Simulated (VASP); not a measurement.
Input of a VASP 6.6.1 run:

File INCAR:

```
SYSTEM = BeTe
ALGO = Normal
EDIFF = 1E-6
ENCUT = 600
GGA = PE
GGA_COMPAT = .FALSE.
ISIF = 2
ISMEAR = 1
LASPH = .TRUE.
LCHARG = .FALSE.
LREAL = .FALSE.
LWAVE = .FALSE.
NBANDS = 11
NELM = 120
PREC = Accurate
SIGMA = 0.049
```

Contents of KPOINTS:

```
k-points
0
G
  4 4 4
  0 0 0
```

The input POSCAR:

```
BeTe
1.0
    0.0000000000      2.8314587876      2.8314587876
    2.8314587876      0.0000000000      2.8314587876
    2.8314587876      2.8314587876      0.0000000000
Be Te
1 1
Direct
    0.0000000000      0.0000000000      0.0000000000
    0.7500000000      0.7500000000      0.7500000000
```

Potentials or basis: VASP PAW PBE potentials, release 64 (Be, Te).

Command:

```console
$ cat potpaw_PBE.64/Be/POTCAR potpaw_PBE.64/Te/POTCAR > POTCAR
$ mpirun -np 1 vasp_std > vasp.out
```

Q: What does it give for the band gap on the k mesh?

A: 2.00 eV, indirect (least direct gap 3.61 eV).

Q: Predict the pressure.

A: 0.6 GPa.

Caveat: the k points lie up to 0.48 Å⁻¹ apart; spin-orbit coupling is left out, which moves the levels of the heavy elements. A k mesh can miss the band edges.
